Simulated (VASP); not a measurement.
**PbSe: single point with r2SCAN**

Crystal: PbSe.

```
Pb Se
1.0
     0.08175    3.17045    3.17045
     3.17045    0.08175    3.17045
     3.17045    3.17045    0.08175
Pb Se
1 1
Direct
  0.00000 0.00000 0.00000
  0.50000 0.50000 0.50000
```

This cell differs from its parent crystal: strain along [111] +4.0%.

- Program: VASP 6.6.1
- Task: single point
- Functional: r2SCAN
- Potentials or basis: VASP PAW PBE potentials, release 64 (Pb_d, Se)
- Cutoff: 520 eV
- k mesh: 8 × 8 × 8
- Occupations: gaussian, width 0.01 eV
- Spin: no spin polarisation

* Pressure: -1.9 GPa
* Band gap on the k mesh: 0.55 eV (least direct gap 0.75 eV)

Stress tensor (GPa, compression positive):
```
-1.86 -0.51 -0.51
-0.51 -1.86 -0.51
-0.51 -0.51 -1.86
```

Levels at points of the mesh, in eV from the valence-band top:
| k point | band 8 | band 9 | band 10 | band 11 | band 12 | band 13 |
| --- | --- | --- | --- | --- | --- | --- |
| (0.00, 0.00, 0.00) | -2.01 | -1.71 | -1.71 | 4.76 | 4.76 | 4.85 |
| (0.50, 0.00, 0.00) | -1.53 | -1.41 | -0.20 | 0.55 | 1.86 | 1.96 |
| (0.50, 0.50, 0.00) | -4.69 | -3.18 | -2.94 | 4.21 | 5.58 | 5.58 |
| (0.50, 0.50, 0.50) | -1.34 | -1.34 | 0.00 | 0.83 | 2.15 | 2.15 |

Wall time 7.7 min on 1 thread of Intel Xeon 8259CL, on a shared host, peak memory 0.26 GiB.

Caveat: the cell differs from its parent crystal (strain along [111] +4.0%); the PAW data sets were made with another functional, which shifts forces and pressure a little; spin-orbit coupling is left out, which moves the levels of the heavy elements. A k mesh can miss the band edges.
